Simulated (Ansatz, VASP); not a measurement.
**PtPb: VASP beside Ansatz**

INCAR

```
SYSTEM = PtPb
PREC = Accurate
ENCUT = 520
EDIFF = 1E-6
ISMEAR = -1
SIGMA = 0.05
LREAL = .False.
LASPH = .True.
NELM = 80
ALGO = Normal
ISIF = 2
LWAVE = .False.
LCHARG = .False.
NBANDS = 32
```

Contents of KPOINTS:

```
regular mesh
0
Gamma
  10 10 7
  0 0 0
```

Contents of POSCAR:

```
PtPb
1.0
    4.1650008631      0.0000000000      0.0000000000
   -2.0825004316      3.6069965542      0.0000000000
    0.0000000000      0.0000000000      5.4560000000
Pt Pb
2 2
Direct
    0.3333333333      0.6666666667      0.2500000000
    0.6666666667      0.3333333333      0.7500000000
    0.0000000000      0.0000000000      0.0000000000
    0.0000000000      0.0000000000      0.5000000000
```

Input for Ansatz:

```yaml
crystal:
  lattice:
    - [4.1650008631, 0.0, 0.0]
    - [-2.0825004316, 3.6069965542, 0.0]
    - [0.0, 0.0, 5.456]
  atoms:
    - { symbol: Pt, position: [0.3333333333, 0.6666666667, 0.25] }
    - { symbol: Pt, position: [0.6666666667, 0.3333333333, 0.75] }
    - { symbol: Pb, position: [0.0, 0.0, 0.0] }
    - { symbol: Pb, position: [0.0, 0.0, 0.5] }
kpoints:
  mp_grid: { grid: [10, 10, 7] }
  band_path:
    path:
      - [0.0, 0.0, 0.0]
      - [0.5, 0.0, 0.0]
      - [0.3333333333, 0.3333333333, 0.0]
      - [0.0, 0.0, 0.0]
      - [0.0, 0.0, 0.5]
      - [0.5, 0.0, 0.5]
      - [0.3333333333, 0.3333333333, 0.5]
      - [0.0, 0.0, 0.5]
      - [0.5, 0.0, 0.5]
    npoints: 5
scf:
  occupations: { method: fermi_dirac, width: 0.05 }
hamiltonian:
  xc: lda
  pseudopotentials: { kind: all_electron, lapw: { basis_error: 0.0005 } }
output:
  forces: true
  stress: true
  eigenvalues: true
```

Change from the starting cell: equal xx and yy strain of -2 %.

Alike in both runs: task single point; functional LDA; k mesh 10 × 10 × 7; occupations fermi-dirac, width 0.05 eV; no spin polarisation.

|  | VASP | Ansatz |
| --- | --- | --- |
| version | VASP 6.6.1 | Ansatz 0.2.0 |
| potentials or method | VASP PAW LDA potentials, release 64 (Pt, Pb_d), cutoff 520 eV | all-electron LAPW, scalar-relativistic |

|  | VASP | Ansatz | Ansatz less VASP |
| --- | --- | --- | --- |
| pressure (GPa) | 12.4 | 11.9 | -0.43 |
| traceless stress, the component that is largest in VASP (GPa) | 17.63 | 17.64 | +0.017 |

LDA's correlation is that of Perdew and Zunger in VASP and of Perdew and Wang (1992) in Ansatz. Ansatz ran all-electron here, and VASP with PAW potentials.

Neither program's run includes spin-orbit coupling.
